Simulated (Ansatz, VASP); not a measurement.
Ge2Sb2Te5: VASP beside Ansatz

```
Ge Sb Te
1.0
     6.83914   -3.06601    0.00000
     6.83914    3.06601    0.00000
    -6.83098    0.00000    6.84761
Ge Sb Te
2 2 5
Direct
  0.49734 0.49734 0.01104
  0.28429 0.28429 0.18783
  0.11187 0.11187 0.41735
  0.90171 0.90171 0.58787
  0.39996 0.39996 0.59712
  0.20652 0.20652 0.80980
  0.00832 0.00832 0.00643
  0.79529 0.79529 0.19611
  0.59470 0.59470 0.38643
```

Alike in both runs: task single point; functional PBE; k mesh 4 × 4 × 3; occupations gaussian, width 0.2 eV; no spin polarisation.

|  | VASP | Ansatz |
| --- | --- | --- |
| version | VASP 6.6.1 | Ansatz 0.2.0 |
| potentials or method | VASP PAW PBE potentials, release 64 (Ge_d, Sb, Te), cutoff 520 eV | scalar-relativistic, plane waves, PAW |
| valence electrons in the cell | 68 | 138 |

```tsv
	VASP	Ansatz	Ansatz less VASP
gap on the k mesh at the Fermi level (eV)	none	none	-
pressure (GPa)	-0.2	-0.1	+0.02
traceless stress, the component that is largest in VASP (GPa)	-0.11	-0.11	0.000
rms of the force components (eV/Å)	0.043	0.045	+0.0025
```

Atom by atom the forces differ by 0.005 eV/Å (rms over components). A gap of «none» marks a metal or a gap that the smearing closes. VASP's potentials hold 68 valence electrons a cell and Ansatz's 138, so a difference there can come from the potentials and not from the codes.

Spin-orbit coupling is off throughout.
